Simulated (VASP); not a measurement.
# Ti4W (Pm-3m) in VASP: further runs

Ti4W is run at these levels: PBE; tasks: single point, relaxation of cell and atoms.

Everything below comes from runs of VASP 6.6.1. Logs are shortened: lines on timing, memory, paths and dates and some standing lists are left out, and cuts for length are marked.

## (1) The cell of the first run

The structure is cubic, space group Pm-3m (No. 221). Conventional cell: a = 4.466 Å, b = 4.466 Å, c = 4.466 Å, α = 90.00°, β = 90.00°, γ = 90.00°. Within 3.0 Å of Ti (site symmetry m-3m) lie 6 Ti at 2.23 Å. Ti (site symmetry 4/mmm) has 2 Ti at 2.23 Å within 3.0 Å. W (site symmetry m-3m) has 20 Ti at 3.16 to 3.87 Å within 4.2 Å.

The cell was generated, and may not be a known phase.

## (2) Single point, PBE

INCAR reads:

```
PREC = Accurate ; ENCUT = 550
EDIFF = 1E-6 ; ISMEAR = 0
SIGMA = 0.1 ; LREAL = False
LASPH = True ; NELM = 300
ALGO = All ; ISIF = 2
LWAVE = False ; LCHARG = False
GGA = PE ; NBANDS = 39
GGA_COMPAT = False ; ISEARCH = 1
KPAR = 4
```

KPOINTS reads:

```
Automatic mesh
0
Gamma
  8 8 8
```

POSCAR reads:

```
Ti4W
1.0
    4.4657760082      0.0000000000      0.0000000000
    0.0000000000      4.4657760082      0.0000000000
    0.0000000000      0.0000000000      4.4657760082
Ti W
4 1
Direct
    0.5000000000      0.5000000000      0.5000000000
    0.0000000000      0.5000000000      0.5000000000
    0.5000000000      0.0000000000      0.5000000000
    0.5000000000      0.5000000000      0.0000000000
    0.0000000000      0.0000000000      0.0000000000
```

Potentials or basis: VASP PAW PBE potentials, release 64 (Ti_sv, W_sv).

Command:

```sh
$ cat potpaw_PBE.64/Ti_sv/POTCAR potpaw_PBE.64/W_sv/POTCAR > POTCAR
$ mpirun -np 4 vasp_std > vasp.out
```

OUTCAR:

```text
PREC = Accurate
   ENCUT = 550
   EDIFF = 1E-6
   ISMEAR = 0
   LREAL = False
   LASPH = True
   NELM = 300
   ISIF = 2
   GGA = PE

 ion  position               nearest neighbor table
   1  0.500  0.500  0.500-   2 2.23   3 2.23   4 2.23   4 2.23   3 2.23   2 2.23
   2  0.000  0.500  0.500-   1 2.23   1 2.23   5 3.16   5 3.16   5 3.16   5 3.16
   3  0.500  0.000  0.500-   1 2.23   1 2.23   5 3.16   5 3.16   5 3.16   5 3.16
   4  0.500  0.500  0.000-   1 2.23   1 2.23   5 3.16   5 3.16   5 3.16   5 3.16
   5  0.000  0.000  0.000-   2 3.16   3 3.16   4 3.16   2 3.16   3 3.16   2 3.16   4 3.16   2 3.16
                             3 3.16   4 3.16   3 3.16   4 3.16

  LATTYP: Found a simple cubic cell.
 ALAT       =     4.4657760082

  Lattice vectors:

 A1 = (   4.4657760082,   0.0000000000,   0.0000000000)
 A2 = (   0.0000000000,   4.4657760082,   0.0000000000)
 A3 = (   0.0000000000,   0.0000000000,   4.4657760082)

Analysis of symmetry for initial positions (statically):
=====================================================================
 Subroutine PRICEL returns:
 Original cell was already a primitive cell.

 Routine SETGRP: Setting up the symmetry group for a
 simple cubic supercell.

 Subroutine GETGRP returns: Found 48 space group operations
 (whereof 48 operations were pure point group operations)
 out of a pool of 48 trial point group operations.

The static configuration has the point symmetry O_h .

Analysis of symmetry for dynamics (positions and initial velocities):
=====================================================================
 Subroutine PRICEL returns:
 Original cell was already a primitive cell.

 Routine SETGRP: Setting up the symmetry group for a
 simple cubic supercell.

 Subroutine GETGRP returns: Found 48 space group operations
 (whereof 48 operations were pure point group operations)
 out of a pool of 48 trial point group operations.

The dynamic configuration has the point symmetry O_h .

 Subroutine INISYM returns: Found 48 space group operations
 (whereof 48 operations are pure point group operations),
 and found     1 'primitive' translations

----------------------------------------------------------------------------------------

                                     Primitive cell

  volume of cell :      89.0617

  direct lattice vectors                    reciprocal lattice vectors
     4.465776008  0.000000000  0.000000000     0.223925248  0.000000000  0.000000000
     0.000000000  4.465776008  0.000000000     0.000000000  0.223925248  0.000000000
     0.000000000  0.000000000  4.465776008     0.000000000  0.000000000  0.223925248

  length of vectors
     4.465776008  4.465776008  4.465776008     0.223925248  0.223925248  0.223925248

  position of ions in fractional coordinates (direct lattice)
     0.500000000  0.500000000  0.500000000
     0.000000000  0.500000000  0.500000000
     0.500000000  0.000000000  0.500000000
     0.500000000  0.500000000  0.000000000
     0.000000000  0.000000000  0.000000000

  ion indices of the primitive-cell ions
   primitive index   ion index
                 1           1
                 2           2
                 3           3
                 4           4
                 5           5

----------------------------------------------------------------------------------------

 KPOINTS: Automatic mesh

Automatic generation of k-mesh.
 Grid dimensions read from file:
 generate k-points for:    8    8    8

 Generating k-lattice:

  Cartesian coordinates                     Fractional coordinates (reciprocal lattice)
     0.027990656  0.000000000  0.000000000     0.125000000  0.000000000  0.000000000
     0.000000000  0.027990656  0.000000000     0.000000000  0.125000000  0.000000000
     0.000000000  0.000000000  0.027990656     0.000000000  0.000000000  0.125000000

  Length of vectors
     0.027990656  0.027990656  0.027990656

  Shift w.r.t. Gamma in fractional coordinates (k-lattice)
     0.000000000  0.000000000  0.000000000

 Subroutine IBZKPT returns following result:
 ===========================================

 Found     35 irreducible k-points:

 Following reciprocal coordinates:
            Coordinates               Weight
  0.000000  0.000000  0.000000      1.000000
  0.125000  0.000000  0.000000      6.000000
  0.250000  0.000000  0.000000      6.000000
  0.375000  0.000000  0.000000      6.000000
  0.500000  0.000000  0.000000      3.000000
  0.125000  0.125000  0.000000     12.000000
[... 16 lines left out ...]
  0.375000  0.375000  0.125000     24.000000
  0.500000  0.375000  0.125000     24.000000
 [... further k-points ...]
   k-points           NKPTS =     35   k-points in BZ     NKDIM =     35   number of bands    NBANDS=     39
   number of dos      NEDOS =    301   number of ions     NIONS =      5
   total plane-waves  NPLWV =  46656
   dimension x,y,z NGX =    36 NGY =   36 NGZ =   36
   dimension x,y,z NGXF=    72 NGYF=   72 NGZF=   72
   ions per type =               4   1
   NGX,Y,Z   is equivalent  to a cutoff of  13.40, 13.40, 13.40 a.u.
   NGXF,Y,Z  is equivalent  to a cutoff of  26.80, 26.80, 26.80 a.u.
 SYSTEM =  unknown system
   PREC   = accura    normal or accurate (medium, high low for compatibility)
   ISTART =      0    job   : 0-new  1-cont  2-samecut
   ICHARG =      2    charge: 1-file 2-atom 10-const
   ISPIN  =      1    spin polarized calculation?
   LNONCOLLINEAR =      F non collinear calculations
   LSORBIT =      F    spin-orbit coupling
   LASPH  =      T    aspherical Exc in radial PAW
   ENCUT  =  550.0 eV  40.42 Ry    6.36 a.u.   8.54  8.54  8.54*2*pi/ulx,y,z
   NELM   =    300;   NELMIN=  2; NELMDL= -5     # of ELM steps
   EDIFF  = 0.1E-05   stopping-criterion for ELM
   LREAL  =      F    real-space projection
   EDIFFG = 0.1E-04   stopping-criterion for IOM
   NSW    =      0    number of steps for IOM
   IBRION =     -1    ionic relax: 0-MD 1-quasi-New 2-CG
   NFREE  =      0    steps in history (QN), initial steepest desc. (CG)
   ISIF   =      2    stress and relaxation
   ISYM   =      2    0-nonsym 1-usesym 2-fastsym
   POTIM  = 0.5000    time-step for ionic-motion
   TEBEG  =    0.0;   TEEND  =   0.0 temperature during run
   PSTRESS=    0.0 pullay stress
   NELECT =      62.0000    total number of electrons
   NUPDOWN=      -1.0000    fix difference up-down
   EMIN   =  10.00;   EMAX   =-10.00  energy-range for DOS
   EFERMI =   0.00;   METHOD = LEGACY
   ISMEAR =     0;   SIGMA  =   0.10  broadening in eV -4-tet -1-fermi 0-gaus
   EFERMI_NEDOS =   21; number of points for ismear=-14 and -15
   IALGO  =     58    algorithm
   IMIX   =      4    mixing-type and parameters
     AMIX     =   0.40;   BMIX     =  1.00
     AMIX_MAG =   1.60;   BMIX_MAG =  1.00
  volume/ion in A,a.u.               =      17.81       120.20
  Fermi-wavevector in a.u.,A,eV,Ry     =   1.450914  2.741831 28.642340  2.105153
  Thomas-Fermi vector in A             =   2.568472
   LORBIT       =      0    0 simple, 1 ext, 2 COOP (PROOUT), +10 PAW based schemes
   GGA     = PE    functional components
   LHFCALC =     F    Hartree Fock is set to
   AEXX    =    0.0000 exact exchange contribution
   IVDW    =     0    specifies the selected vdW correction
   LEPSILON=     F    determine dielectric tensor
   LRPA    =     F    only Hartree local field effects (RPA)
 non-spin polarized calculation
 Gauss-broadening in eV      SIGMA  =   0.10
  energy-cutoff  :      550.00
  volume of cell :       89.06
 maximum number of plane-waves:      2626
 NGX is ok and might be reduce to    36
   NGX = 17   NGY = 17   NGZ = 17

 number of electron      61.9999967 magnetization

 Free energy of the ion-electron system (eV)
  ---------------------------------------------------
  ext. energy  EPLUGINS =         0.00000000
  ---------------------------------------------------
  free energy    TOTEN  =       -38.51421999 eV

  energy without entropy =      -38.48702223  energy(sigma->0) =      -38.50062111

 E-fermi :   8.0359     XC(G=0): -11.5687

 val. band max:        8.0282761277   @ k =   0.5000   0.3750   0.2500
 cond. band min:       8.0389146389   @ k =   0.3750   0.1250   0.0000
 fundamental gap:      0.0106385112
 Fermi energy:         8.0359018463

 k-point     1 :       0.0000    0.0000    0.0000
  band No.  band energies     occupation
      1     -66.0791      2.00000
      2     -48.8199      2.00000
      3     -48.5855      2.00000
      4     -48.5855      2.00000
      5     -47.1759      2.00000
      6     -30.1777      2.00000
[... 31 lines left out ...]
     38      10.9590      0.00000
     39      10.9597      0.00000

 k-point     2 :       0.1250    0.0000    0.0000
  band No.  band energies     occupation
      1     -66.0791      2.00000
      2     -48.8108      2.00000
      3     -48.5878      2.00000
      4     -48.5855      2.00000
      5     -47.1858      2.00000
      6     -30.1778      2.00000
[... 31 lines left out ...]
     38      10.9256      0.00000
     39      10.9435      0.00000

 k-point     3 :       0.2500    0.0000    0.0000
  band No.  band energies     occupation
      1     -66.0791      2.00000
      2     -48.7876      2.00000
      3     -48.5942      2.00000
      4     -48.5855      2.00000
      5     -47.2100      2.00000
      6     -30.1781      2.00000
[... 31 lines left out ...]
     38      10.5083      0.00000
     39      10.5293      0.00000

 k-point     4 :       0.3750    0.0000    0.0000
  band No.  band energies     occupation
      1     -66.0791      2.00000
      2     -48.7617      2.00000
      3     -48.6027      2.00000
      4     -48.5855      2.00000
      5     -47.2346      2.00000
      6     -30.1784      2.00000
[... 31 lines left out ...]
     38       9.9226      0.00000
     39      10.0704      0.00000
[... 754 lines left out ...]
     38       9.6255      0.00000
     39       9.9919      0.00000

 k-point    23 :       0.3750    0.3750    0.1250
  band No.  band energies     occupation
      1     -66.0791      2.00000
      2     -48.6914      2.00000
      3     -48.6040      2.00000
      4     -48.5996      2.00000
      5     -47.3100      2.00000
      6     -30.1796      2.00000
[... 31 lines left out ...]
     38       9.4841      0.00000
     39      10.7727      0.00000

 k-point    24 :       0.5000    0.3750    0.1250
  band No.  band energies     occupation
      1     -66.0791      2.00000
      2     -48.6780      2.00000
      3     -48.6072      2.00000
      4     -48.6014      2.00000
      5     -47.3216      2.00000
      6     -30.1797      2.00000
[... 31 lines left out ...]
     38       9.6580      0.00000
     39      10.3130      0.00000

 [... further k-points ...]

------------------------ aborting loop because EDIFF is reached ----------------------------------------

  FORCE on cell =-STRESS in cart. coord.  units (eV):
  Direction    XX          YY          ZZ          XY          YZ          ZX
  --------------------------------------------------------------------------------------
  -------------------------------------------------------------------------------------
  Total        0.1707681      0.1707681      0.1707681     -0.0000000     -0.0000000      0.0000000
  in kB        3.0720383      3.0720383      3.0720383     -0.0000000     -0.0000000      0.0000000
  external PRESSURE =       3.0720383 kB  Pullay stress =       0.0000000 kB

 VOLUME and BASIS-vectors are now :
 -----------------------------------------------------------------------------
  energy-cutoff  :      550.00
  volume of cell :       89.06
      direct lattice vectors                 reciprocal lattice vectors
     4.465776008  0.000000000  0.000000000     0.223925248  0.000000000  0.000000000
     0.000000000  4.465776008  0.000000000     0.000000000  0.223925248  0.000000000
     0.000000000  0.000000000  4.465776008     0.000000000  0.000000000  0.223925248

 POSITION                                       TOTAL-FORCE (eV/Angst)
 -----------------------------------------------------------------------------------
      2.23289      2.23289      2.23289         0.000000      0.000000      0.000000
      0.00000      2.23289      2.23289         0.000000      0.000000      0.000000
      2.23289      0.00000      2.23289         0.000000      0.000000      0.000000
      2.23289      2.23289      0.00000         0.000000      0.000000      0.000000
      0.00000      0.00000      0.00000         0.000000      0.000000      0.000000
 -----------------------------------------------------------------------------------
    total drift:                                0.000000      0.000000      0.000000

  FREE ENERGIE OF THE ION-ELECTRON SYSTEM (eV)
  ---------------------------------------------------
  free  energy   TOTEN  =       -38.5142199937 eV

  energy  without entropy=      -38.4870184989  energy(sigma->0) =      -38.50061925
```

Run time: 65 s. Hardware: 4 MPI ranks of Intel Xeon Platinum 8488C (Sapphire Rapids), shared host; peak memory 0.38 GiB.

Results:

```
Free energy            : -38.5142 eV
Pressure               : 0.3 GPa
Band gap on the k mesh : zero (bands 31 and 32 overlap by 1.03 eV)
```

Levels at points of the mesh, in eV from the Fermi level:
| k point | band 29 | band 30 | band 31 | band 32 | band 33 | band 34 |
| --- | --- | --- | --- | --- | --- | --- |
| (0.00, 0.00, 0.00) | -1.34 | -0.33 | -0.33 | -0.33 | 1.77 | 1.77 |
| (0.50, 0.00, 0.00) | -1.06 | -1.06 | -1.00 | 0.32 | 0.34 | 1.27 |
| (0.50, 0.50, 0.00) | -0.34 | -0.20 | 0.14 | 0.14 | 0.69 | 0.77 |
| (0.50, 0.50, 0.50) | 0.05 | 0.58 | 0.58 | 0.58 | 0.70 | 0.70 |

Caveat: spin-orbit coupling is left out, which moves the levels of the heavy elements.

[end of part 1 of 2]
